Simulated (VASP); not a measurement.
# Os (P6_3/mmc) in VASP: a series of runs

The runs below take Os through single point, relaxation of shape and atoms at fixed volume, with PBEsol.

Everything below comes from runs of VASP 6.6.1. Logs are shortened: lines on timing, memory, paths and dates and some standing lists are left out, and cuts for length are marked.

### Step 1. The cell of the first run

It takes space group P6_3/mmc (No. 194, hexagonal). The conventional cell has a = 2.756 Å, b = 2.756 Å, c = 4.351 Å, α = 90.00°, β = 90.00°, γ = 120.00°. Within 3.6 Å of Os (site symmetry -6m2) lie 12 Os at 2.70 to 2.76 Å.

### Step 2. Single point, PBEsol (14.31 Å³/atom)

Input file INCAR:

```
PREC     = Accurate       # precision mode
ENCUT    = 520            # plane-wave cutoff, eV
EDIFF    = 1E-6           # SCF threshold, eV
ISMEAR   = 0              # smearing method
SIGMA    = 0.1            # smearing width, eV
LREAL    = F              # projectors in reciprocal space
LASPH    = T              # aspherical terms in the spheres
NELM     = 60             # most SCF steps
ALGO     = Fast           # electronic algorithm
ISIF     = 2              # what is computed and relaxed
LWAVE    = F              # write WAVECAR
LCHARG   = F              # write CHGCAR
GGA      = PS             # functional
NBANDS   = 15             # bands
```

Input file KPOINTS:

```
Automatic mesh
0
Gamma
  18 18 10
```

Input file POSCAR:

```
Os
1.0
    2.7556647292      0.0000000000      0.0000000000
   -1.3778323646      2.3864756598      0.0000000000
    0.0000000000      0.0000000000      4.3513775020
Os
2
Direct
    0.3333333333      0.6666666667      0.2500000000
    0.6666666667      0.3333333333      0.7500000000
```

Potentials or basis: VASP PAW PBE potentials, release 64 (Os).

Launch:

```bash
> cat potpaw_PBE.64/Os/POTCAR > POTCAR
> mpirun -np 1 vasp_std > vasp.out
```

OUTCAR:

```text
PREC = Accurate
   ENCUT = 520
   EDIFF = 1E-6
   ISMEAR = 0
   LREAL = F
   LASPH = T
   NELM = 60
   ISIF = 2
   GGA = PS

 ion  position               nearest neighbor table
   1  0.333  0.667  0.250-   2 2.70   2 2.70   2 2.70   2 2.70   2 2.70   2 2.70
   2  0.667  0.333  0.750-   1 2.70   1 2.70   1 2.70   1 2.70   1 2.70   1 2.70

  LATTYP: Found a hexagonal cell.
 ALAT       =     2.7556647292
 C/A-ratio  =     1.5790663704

  Lattice vectors:

 A1 = (   2.7556647292,   0.0000000000,   0.0000000000)
 A2 = (  -1.3778323646,   2.3864756598,   0.0000000000)
 A3 = (   0.0000000000,   0.0000000000,   4.3513775020)

Analysis of symmetry for initial positions (statically):
=====================================================================
 Subroutine PRICEL returns:
 Original cell was already a primitive cell.

 Routine SETGRP: Setting up the symmetry group for a
 hexagonal supercell.

 Subroutine GETGRP returns: Found 24 space group operations
 (whereof 12 operations were pure point group operations)
 out of a pool of 24 trial point group operations.

The static configuration has the point symmetry D_3d.
 The point group associated with its full space group is D_6h.

Analysis of symmetry for dynamics (positions and initial velocities):
=====================================================================
 Subroutine PRICEL returns:
 Original cell was already a primitive cell.

 Routine SETGRP: Setting up the symmetry group for a
 hexagonal supercell.

 Subroutine GETGRP returns: Found 24 space group operations
 (whereof 12 operations were pure point group operations)
 out of a pool of 24 trial point group operations.

The dynamic configuration has the point symmetry D_3d.
 The point group associated with its full space group is D_6h.

 Subroutine INISYM returns: Found 24 space group operations
 (whereof 12 operations are pure point group operations),
 and found     1 'primitive' translations

----------------------------------------------------------------------------------------

                                     Primitive cell

  volume of cell :      28.6161

  direct lattice vectors                    reciprocal lattice vectors
     2.755664729  0.000000000  0.000000000     0.362888848  0.209513974  0.000000000
    -1.377832365  2.386475660  0.000000000     0.000000000  0.419027949  0.000000000
     0.000000000  0.000000000  4.351377502     0.000000000  0.000000000  0.229812283

  length of vectors
     2.755664729  2.755664729  4.351377502     0.419027949  0.419027949  0.229812283

  position of ions in fractional coordinates (direct lattice)
[... 93 lines left out ...]
   EFERMI =   0.00;   METHOD = LEGACY
   ISMEAR =     0;   SIGMA  =   0.10  broadening in eV -4-tet -1-fermi 0-gaus
   EFERMI_NEDOS =   21; number of points for ismear=-14 and -15
   IALGO  =     68    algorithm
   IMIX   =      4    mixing-type and parameters
     AMIX     =   0.40;   BMIX     =  1.00
     AMIX_MAG =   1.60;   BMIX_MAG =  1.00
  volume/ion in A,a.u.               =      14.31        96.56
  Fermi-wavevector in a.u.,A,eV,Ry     =   1.348688  2.548650 24.748438  1.818959
  Thomas-Fermi vector in A             =   2.476336
   LORBIT       =      0    0 simple, 1 ext, 2 COOP (PROOUT), +10 PAW based schemes
   GGA     = PS    functional components
   LHFCALC =     F    Hartree Fock is set to
   AEXX    =    0.0000 exact exchange contribution
   IVDW    =     0    specifies the selected vdW correction
   LEPSILON=     F    determine dielectric tensor
   LRPA    =     F    only Hartree local field effects (RPA)
 non-spin polarized calculation
 RMM-DIIS sequential band-by-band and
 Gauss-broadening in eV      SIGMA  =   0.10
  energy-cutoff  :      520.00
  volume of cell :       28.62
 maximum number of plane-waves:       786
   NGX = 11   NGY = 11   NGZ = 17

 number of electron      16.0000000 magnetization

 Free energy of the ion-electron system (eV)
  ---------------------------------------------------
  ext. energy  EPLUGINS =         0.00000000
  ---------------------------------------------------
  free energy    TOTEN  =       -24.45610880 eV

  energy without entropy =      -24.44836819  energy(sigma->0) =      -24.45223850

 E-fermi :   8.9643     XC(G=0): -14.0252

 val. band max:        8.9637058235   @ k =   0.4444   0.1111   0.4000
 cond. band min:       8.9683644953   @ k =   0.0000   0.0000   0.0000
 fundamental gap:      0.0046586719
 Fermi energy:         8.9643488283

 k-point     1 :       0.0000    0.0000    0.0000
  band No.  band energies     occupation
      1      -1.8221      2.00000
      2       1.3571      2.00000
      3       5.9992      2.00000
      4       5.9992      2.00000
      5       6.2516      2.00000
      6       6.8147      2.00000
      7       6.8147      2.00000
      8       7.4451      2.00000
      9       7.4451      2.00000
     10       8.9684      0.95471
     11      10.6003      0.00000
     12      10.6003      0.00000
     13      17.7458      0.00000
     14      23.0056      0.00000
[... 401 lines left out ...]
      2       2.4227      2.00000
      3       2.7837      2.00000
      4       5.4554      2.00000
      5       5.5025      2.00000
      6       6.4083      2.00000
      7       7.0909      2.00000
      8      10.4939      0.00000
      9      10.9085      0.00000
     10      11.3852      0.00000
     11      12.7340      0.00000
     12      15.6803      0.00000
     13      18.1654      0.00000
     14      19.2786      0.00000
     15      20.9453      0.00000

 [... further k-points ...]

------------------------ aborting loop because EDIFF is reached ----------------------------------------

  FORCE on cell =-STRESS in cart. coord.  units (eV):
  Direction    XX          YY          ZZ          XY          YZ          ZX
  --------------------------------------------------------------------------------------
  -------------------------------------------------------------------------------------
  Total       -2.0997136     -2.0997136     -2.1148168     -0.0000000     -0.0000000      0.0000000
  in kB     -117.5602482   -117.5602482   -118.4058559     -0.0000000     -0.0000000      0.0000000
  external PRESSURE =    -117.8421174 kB  Pullay stress =       0.0000000 kB

 VOLUME and BASIS-vectors are now :
 -----------------------------------------------------------------------------
  energy-cutoff  :      520.00
  volume of cell :       28.62
      direct lattice vectors                 reciprocal lattice vectors
     2.755664729  0.000000000  0.000000000     0.362888848  0.209513974  0.000000000
    -1.377832365  2.386475660  0.000000000     0.000000000  0.419027949  0.000000000
     0.000000000  0.000000000  4.351377502     0.000000000  0.000000000  0.229812283

 POSITION                                       TOTAL-FORCE (eV/Angst)
 -----------------------------------------------------------------------------------
     -0.00000      1.59098      1.08784         0.000000      0.000000      0.000000
      1.37783      0.79549      3.26353        -0.000000     -0.000000      0.000000
 -----------------------------------------------------------------------------------
    total drift:                               -0.000000      0.000000     -0.000000

  FREE ENERGIE OF THE ION-ELECTRON SYSTEM (eV)
  ---------------------------------------------------
  free  energy   TOTEN  =       -24.4561087970 eV

  energy  without entropy=      -24.4483681938  energy(sigma->0) =      -24.45223850
```

It took 43 s on 1 thread of Intel Xeon Platinum 8488C (Sapphire Rapids), shared host; peak memory 0.2 GiB.

Results:

```
Free energy            : -24.4561 eV
Pressure               : -11.8 GPa
Band gap on the k mesh : zero (bands 8 and 9 overlap by 3.80 eV)
```

Stress tensor (GPa, compression positive):
```
-11.76   0.00   0.00
  0.00 -11.76   0.00
  0.00   0.00 -11.84
```

Caveat: the cell stands under tension; the PAW data sets were made with another functional, which shifts forces and pressure a little; spin-orbit coupling is left out, which moves the levels of the heavy elements.

### Step 3. Single point, PBEsol (14.72 Å³/atom)

This run uses another cell than the first one, of 14.72 Å³/atom.

Edit INCAR of step 2 so:

```diff
@@ -7,3 +7,3 @@
 LASPH    = T              # aspherical terms in the spheres
-NELM     = 60             # most SCF steps
+NELM     = 80             # most SCF steps
 ALGO     = Fast           # electronic algorithm
```

Input file KPOINTS:

```
regular mesh
0
Gamma
  18 18 10
```

Input file POSCAR:

```
Os
1.0
    2.7837110352      0.0000000000      0.0000000000
   -1.3918555176      2.4107644733      0.0000000000
    0.0000000000      0.0000000000      4.3883358272
Os
2
Direct
    0.3333333333      0.6666666667      0.2500000000
    0.6666666667      0.3333333333      0.7500000000
```

Potentials or basis: VASP PAW PBE potentials, release 64 (Os).

Launch:

```bash
> cat potpaw_PBE.64/Os/POTCAR > POTCAR
> mpirun -np 1 vasp_std > vasp.out
```

Wall time 54 s (1 thread of Intel Xeon Platinum 8488C (Sapphire Rapids), shared host); peak memory 0.22 GiB.

Results (log left out):

```
Free energy            : -24.3683 eV
Pressure               : -22.0 GPa
Band gap on the k mesh : zero (bands 8 and 9 overlap by 3.62 eV)
```

Stress tensor (GPa, compression positive):
```
-21.97   0.00   0.00
  0.00 -21.97   0.00
  0.00   0.00 -22.06
```

Levels at points of the mesh, in eV from the Fermi level:
| k point | band 6 | band 7 | band 8 | band 9 | band 10 | band 11 |
| --- | --- | --- | --- | --- | --- | --- |
| (0.00, 0.00, 0.00) | -2.06 | -2.06 | -1.47 | -1.47 | 0.03 | 1.56 |
| (0.50, 0.00, 0.00) | -2.40 | -1.76 | 1.85 | 2.37 | 2.50 | 4.08 |
| (0.00, 0.00, 0.50) | -3.03 | -3.03 | -3.03 | 0.82 | 0.82 | 0.82 |
| (0.50, 0.00, 0.50) | -1.13 | -0.17 | -0.17 | 2.16 | 2.16 | 3.07 |

Caveat: the cell stands under tension; the PAW data sets were made with another functional, which shifts forces and pressure a little; spin-orbit coupling is left out, which moves the levels of the heavy elements.

### Step 4. Single point, PBEsol (15.28 Å³/atom)

This run uses another cell than the first one, of 15.28 Å³/atom.

Input file INCAR:

```
ALGO = Normal
EDIFF = 1E-6
ENCUT = 520
GGA = PS
ISIF = 2
ISMEAR = 0
LASPH = T
LCHARG = F
LREAL = F
LWAVE = F
NBANDS = 15
NELM = 100
PREC = Accurate
SIGMA = 0.1
```

Input file KPOINTS:

```
k-points
0
Gamma
  18 18 10
```

Input file POSCAR:

```
Os
1.0
    2.8205496992      0.0000000000      0.0000000000
   -1.4102748496      2.4426676921      0.0000000000
    0.0000000000      0.0000000000      4.4357541184
Os
2
Direct
    0.3333333333      0.6666666667      0.2500000000
    0.6666666667      0.3333333333      0.7500000000
```

Launch:

```bash
> cat potpaw_PBE.64/Os/POTCAR > POTCAR
> mpirun -np 1 vasp_std > vasp.out
```

Run time: 45 s. Hardware: 1 thread of Intel Xeon Platinum 8488C (Sapphire Rapids), shared host; peak memory 0.22 GiB.

It converged, with:

- Free energy: -24.1771 eV
- Pressure: -33.0 GPa
- Band gap on the k mesh: zero (bands 8 and 9 overlap by 3.41 eV)

Stress tensor (GPa, compression positive):
```
-32.98   0.00   0.00
  0.00 -32.98   0.00
  0.00   0.00 -33.07
```

Levels at points of the mesh, in eV from the Fermi level:
```tsv
k point	band 6	band 7	band 8	band 9	band 10	band 11
(0.00, 0.00, 0.00)	-1.95	-1.95	-1.42	-1.42	0.07	1.47
(0.50, 0.00, 0.00)	-2.27	-1.66	1.71	2.20	2.35	3.84
(0.00, 0.00, 0.50)	-2.88	-2.88	-2.88	0.76	0.76	0.76
(0.50, 0.00, 0.50)	-1.08	-0.16	-0.16	2.01	2.01	2.92
```

Caveat: the cell stands under tension; the PAW data sets were made with another functional, which shifts forces and pressure a little; spin-orbit coupling is left out, which moves the levels of the heavy elements.

### Step 5. Relaxation of shape and atoms at fixed volume, PBEsol (12.22 Å³/atom)

This run uses another cell than the first one, of 12.22 Å³/atom.

Input file INCAR:

```
  ALGO = Normal
  EDIFF = 1E-7
  EDIFFG = -0.01
  ENCUT = 600
  GGA = PS
  IBRION = 2
  ISIF = 4
  ISMEAR = 0
  LASPH = True
  LCHARG = False
  LREAL = False
  LWAVE = False
  NELM = 60
  NSW = 50
  PREC = Accurate
  SIGMA = 0.1
```

KPOINTS is that of step 4.

Input file POSCAR:

```
Os
1.0
    2.6097477401      0.0000000000      0.0000000000
   -1.3048738700      2.2601078404      0.0000000000
    0.0000000000      0.0000000000      4.1450321574
Os
2
Direct
    0.3333333333      0.6666666667      0.2500000000
    0.6666666667      0.3333333333      0.7500000000
```

Launch:

```bash
> cat potpaw_PBE.64/Os/POTCAR > POTCAR
> mpirun -np 1 vasp_std > vasp.out
```

Wall time 68 s (1 thread of Intel Xeon Platinum 8488C (Sapphire Rapids), shared host); peak memory 0.22 GiB.

The run converged. Its results:

- Free energy: -23.7601 eV
- Energy gained by relaxing: 0.0 meV/atom
- Ionic steps: 3
- Pressure after relaxing: 78.2 GPa
- Band gap on the k mesh: zero (bands 8 and 9 overlap by 4.94 eV)

Final structure:
```yaml
crystal:
  lattice:
    - [2.60869, 0.00000, 0.00000]
    - [-1.30434, 2.25919, 0.00000]
    - [0.00000, 0.00000, 4.14841]
  atoms:
    - { symbol: Os, position: [0.33333, 0.66667, 0.25000] }
    - { symbol: Os, position: [0.66667, 0.33333, 0.75000] }
```

Levels at points of the mesh, in eV from the Fermi level:
| k point | band 4 | band 5 | band 6 | band 7 | band 8 | band 9 | band 10 | band 11 | band 12 |
| --- | --- | --- | --- | --- | --- | --- | --- | --- | --- |
| (0.00, 0.00, 0.00) | -3.75 | -3.51 | -2.71 | -2.71 | -1.82 | -1.82 | 0.01 | 2.07 | 2.07 |
| (0.50, 0.00, 0.00) | -4.28 | -3.22 | -3.10 | -2.28 | 2.66 | 3.35 | 3.41 | 5.47 | 6.88 |
| (0.00, 0.00, 0.50) | -4.29 | -3.95 | -3.95 | -3.95 | -3.95 | 1.15 | 1.15 | 1.15 | 1.15 |
| (0.50, 0.00, 0.50) | -6.53 | -1.44 | -1.44 | -0.12 | -0.12 | 3.06 | 3.06 | 4.02 | 4.02 |

Caveat: the PAW data sets were made with another functional, which shifts forces and pressure a little; spin-orbit coupling is left out, which moves the levels of the heavy elements.

### Step 6. The runs side by side

```tsv
task	cell	cutoff (eV)	gap on the mesh (eV)	pressure (GPa)
single point	a = 2.756, b = 2.756, c = 4.351 Å, angles 90.0, 90.0, 120.0°, 2 atoms	520	none	-11.8
single point	a = 2.784, b = 2.784, c = 4.388 Å, angles 90.0, 90.0, 120.0°, 2 atoms	520	none	-22.0
single point	a = 2.821, b = 2.821, c = 4.436 Å, angles 90.0, 90.0, 120.0°, 2 atoms	520	none	-33.0
relaxation of shape and atoms at fixed volume	relaxed from a = 2.610, b = 2.610, c = 4.145 Å, angles 90.0, 90.0, 120.0°, 2 atoms	600	none	78.2
```

Alike in all rows: level PBEsol; potentials or basis VASP PAW PBE potentials, release 64 (Os); no spin polarisation; k mesh 18 × 18 × 10; smearing gaussian 0.1 eV.

Caveats: the PAW data sets were made with another functional, which shifts forces and pressure a little; spin-orbit coupling is left out, which moves the levels of the heavy elements; the cell stands under tension (at least some runs).

Total energies depend on the potentials used, so only differences within one code and one set of settings carry meaning.
